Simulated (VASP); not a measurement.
In: single point with PBE

The system is In.

```xyz
3
Lattice="4.5862 0.0000 0.0000 -2.2931 3.9717 0.0000 0.0000 0.0000 2.7545" Properties=species:S:1:pos:R:3 pbc="T T T"
In    0.0000    0.0000    0.0000
In    0.0000    2.6478    1.3773
In    2.2931    1.3239    1.3773
```

| Quantity | Value |
| --- | --- |
| Program | VASP 6.6.1 |
| Task | single point |
| Functional | PBE |
| Potentials or basis | VASP PAW PBE potentials, release 64 (In_d) |
| Cutoff | 520 eV |
| k mesh | 8 × 8 × 11 |
| Occupations | fermi-dirac, width 0.05 eV |
| Spin | no spin polarisation |

```yaml
Pressure: 66.1 GPa
```

Levels at points of the mesh, in eV from the Fermi level:
```
           k point  band 16  band 17  band 18  band 19  band 20  band 21  band 22  band 23
(0.00, 0.00, 0.00)   -13.57    -2.28    -2.16    -2.16    -2.15    -2.15    -2.05     6.45
(0.50, 0.00, 0.00)   -10.69   -10.64    -5.73    -4.08     5.38     5.39     5.79     5.84
```

Wall time 48 s on 1 thread of Intel Xeon 6975P-C, on a shared host, peak memory 0.2 GiB.

Caveat: spin-orbit coupling is left out, which moves the levels of the heavy elements.
